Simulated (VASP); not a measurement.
Input of a VASP 6.6.1 run:

The input POSCAR:

```
HfS2
1.0
    3.6665989181      0.0000000000      0.0000000000
   -1.8332994590      3.1753678085      0.0000000000
    0.0000000000      0.0000000000      5.8489663599
Hf S
1 2
Direct
    0.0000000000      0.0000000000      0.0000000000
    0.3333333333      0.6666666667      0.2430333028
    0.6666666667      0.3333333333      0.7569666972
```

Contents of INCAR.step1:

```
SYSTEM = HfS2
PREC = Accurate
ENCUT = 400
EDIFF = 1E-5
ISMEAR = 0
SIGMA = 0.01
LREAL = .False.
LASPH = .True.
NELM = 120
ALGO = Normal
ISIF = 2
LWAVE = .True.
LCHARG = .False.
NBANDS = 18
GGA = PE
GGA_COMPAT = .False.
```

Contents of INCAR.step2:

```
SYSTEM = HfS2
PREC = Accurate
ENCUT = 400
EDIFF = 1E-6
ISMEAR = 0
SIGMA = 0.01
LREAL = .False.
LASPH = .True.
NELM = 120
ALGO = Normal
ISIF = 2
LWAVE = .False.
LCHARG = .False.
GGA = PE
LHFCALC = .True.
HFSCREEN = 0.2079
PRECFOCK = Normal
NBANDS = 18
ISTART = 1
GGA_COMPAT = .False.
```

Contents of KPOINTS:

```
regular mesh
0
Gamma
  6 6 4
  0 0 0
```

Potentials or basis: VASP PAW PBE potentials, release 64 (Hf_pv, S).

Command:

```console
$ cat potpaw_PBE.64/Hf_pv/POTCAR potpaw_PBE.64/S/POTCAR > POTCAR
$ cp INCAR.step1 INCAR
$ mpirun -np 1 vasp_std > vasp.out
$ cp INCAR.step2 INCAR
$ mpirun -np 1 vasp_std > vasp.out
```

**Question.** Predict the pressure.

**Answer.** -1.2 GPa.

**Question.** Estimate the band gap on the k mesh.

**Answer.** 1.89 eV (least direct gap 2.77 eV).

Forces in eV/Å, atoms in the order of the input:
```
Hf   0.000  0.000  0.000
S    0.000  0.000 -0.196
S    0.000  0.000  0.196
```

Caveat: the cell differs from its parent crystal (epitaxial xy strain +1.0%); the PAW data sets were made with another functional, which shifts forces and pressure a little; spin-orbit coupling is left out, which moves the levels of the heavy elements; this functional lacks dispersion, which binds layers or chains, so the pressure and a relaxed spacing across them are unreliable. A k mesh can miss the band edges.
